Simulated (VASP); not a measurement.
AlN: single point with r2SCAN

AlN:

```
CELL_PARAMETERS angstrom
0.02185 2.20673 2.20673
2.20673 0.02185 2.20673
2.20673 2.20673 0.02185
ATOMIC_POSITIONS crystal
Al 0.00060 0.00060 0.00060
N 0.24940 0.24940 0.24940
```

This cell differs from its parent crystal: strain along [111] +1.5%.

| Property | Result |
| --- | --- |
| Program | VASP 6.6.1 |
| Task | single point |
| Functional | r2SCAN |
| Potentials or basis | VASP PAW PBE potentials, release 64 (Al, N) |
| Cutoff | 520 eV |
| k mesh | 10 × 10 × 10 |
| Occupations | gaussian, width 0.01 eV |
| Spin | no spin polarisation |
| Dipole correction | no |
| Further INCAR settings | ALGO = Normal; EDIFF = 1e-06; NBANDS = 11 |

```json
{"Pressure": "-3.4 GPa", "Band gap on the k mesh": "3.88 eV, indirect (least direct gap 4.69 eV)"}
```

Stress tensor (GPa, compression positive):
```
-3.43 -1.95 -1.95
-1.95 -3.43 -1.95
-1.95 -1.95 -3.43
```

Levels at points of the mesh, in eV from the valence-band top:
| k point | band 1 | band 2 | band 3 | band 4 | band 5 | band 6 | band 7 | band 8 | band 9 |
| --- | --- | --- | --- | --- | --- | --- | --- | --- | --- |
| (0.00, 0.00, 0.00) | -15.69 | -0.13 | 0.00 | 0.00 | 4.69 | 13.06 | 13.45 | 13.45 | 18.36 |
| (0.50, 0.00, 0.00) | -13.71 | -5.85 | -0.58 | -0.52 | 7.97 | 10.65 | 11.67 | 11.83 | 19.05 |
| (0.50, 0.50, 0.00) | -13.11 | -4.94 | -1.90 | -1.76 | 3.88 | 9.34 | 14.92 | 16.68 | 16.74 |
| (0.50, 0.50, 0.50) | -13.78 | -5.93 | -0.46 | -0.46 | 8.15 | 10.65 | 11.97 | 11.97 | 19.07 |

Wall time 63 s on 1 thread of Intel Xeon 6975P-C, with other jobs on the host, peak memory 0.15 GiB.

Caveat: the cell differs from its parent crystal (strain along [111] +1.5%); the PAW data sets were made with another functional, which shifts forces and pressure a little. A k mesh can miss the band edges.
